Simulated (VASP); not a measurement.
A run of VASP 6.6.1 is set up as follows.

The input INCAR:

```
PREC     = Accurate       # precision mode
ENCUT    = 520            # plane-wave cutoff, eV
EDIFF    = 1E-6           # SCF threshold, eV
ISMEAR   = 0              # smearing method
SIGMA    = 0.15           # smearing width, eV
LREAL    = False          # projectors in reciprocal space
LASPH    = True           # aspherical terms in the spheres
NELM     = 60             # most SCF steps
ALGO     = Fast           # electronic algorithm
ISIF     = 2              # what is computed and relaxed
LWAVE    = False          # write WAVECAR
LCHARG   = True           # write CHGCAR
GGA      = PE             # functional
LELF     = True           # ELF
LVHAR    = True         
NBANDS   = 16             # bands
```

KPOINTS

```
regular mesh
0
Gamma
  10 10 14
```

POSCAR

```
Al2Cu
1.0
    4.3135000000      0.0000000000      0.0000000000
    0.0000000000      4.3135000000      0.0000000000
    0.0000000000      0.0000000000      3.0386000000
Al Cu
2 1
Direct
    0.5000000000      0.0000000000      0.5000000000
    0.0000000000      0.5000000000      0.5000000000
    0.0000000000      0.0000000000      0.0000000000
```

Potentials or basis: VASP PAW PBE potentials, release 64 (Al, Cu).

The run is started by

```bash
$ cat potpaw_PBE.64/Al/POTCAR potpaw_PBE.64/Cu/POTCAR > POTCAR
$ mpirun -np 1 vasp_std > vasp.out
```

**Question.** What does it give for the pressure?

**Answer.** -9.2 GPa.

Stress tensor (GPa, compression positive):
```
-8.90  0.00  0.00
 0.00 -8.90  0.00
 0.00  0.00 -9.66
```
